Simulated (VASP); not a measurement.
Here is a VASP 6.6.1 calculation.

File INCAR:

```
  PREC = Accurate
  ENCUT = 600
  EDIFF = 1E-7
  ISMEAR = -1
  SIGMA = 0.05
  LREAL = False
  LASPH = True
  NELM = 100
  ALGO = Normal
  ISIF = 3
  LWAVE = False
  LCHARG = False
  GGA = B5
  ALDAX = 1.0
  AGGAX = 1.0
  AGGAC = 1.0
  ALDAC = 0.0
  IVDW = 12
  VDW_S6 = 1.0
  VDW_S8 = 2.6996
  VDW_A1 = 0.4298
  VDW_A2 = 4.2359
  IBRION = 2
  NSW = 80
  EDIFFG = -0.01
```

File KPOINTS:

```
regular mesh
0
Gamma
  13 13 13
```

The input POSCAR:

```
C
1.0
    0.0000000000      1.7833700000      1.7833700000
    1.7833700000      0.0000000000      1.7833700000
    1.7833700000      1.7833700000      0.0000000000
C
2
Direct
    0.7500000000      0.7500000000      0.7500000000
    0.5000000000      0.5000000000      0.5000000000
```

Potentials or basis: VASP PAW PBE potentials, release 64 (C).

Command:

```bash
$ cat potpaw_PBE.64/C/POTCAR > POTCAR
$ mpirun -np 1 vasp_std > vasp.out
```

Task: What does it give for the relaxed cell?

Result: a = 2.524 Å, b = 2.524 Å, c = 2.524 Å, α = 60.00°, β = 60.00°, γ = 60.00°.

Task: Estimate the band gap on the k mesh.

Result: 4.47 eV, indirect (least direct gap 5.74 eV).

Task: What does it give for the space group after relaxing (to 0.05 Å)?

Result: Fd-3m (No. 227).

Task: Estimate the relaxed volume.

Result: 5.68 Å³/atom.

Final structure:
```xyz
2
Lattice="0.0000 1.7845 1.7845 1.7845 0.0000 1.7845 1.7845 1.7845 0.0000" Properties=species:S:1:pos:R:3 pbc="T T T"
C     2.6768    2.6768    2.6768
C     1.7845    1.7845    1.7845
```

Caveat: the PAW data sets were made with another functional, which shifts forces and pressure a little.

The cell as given is a measured one (5.67 Å³/atom); BLYP+D3(BJ) puts the equilibrium volume +0.2 % from it, thermal expansion not counted.
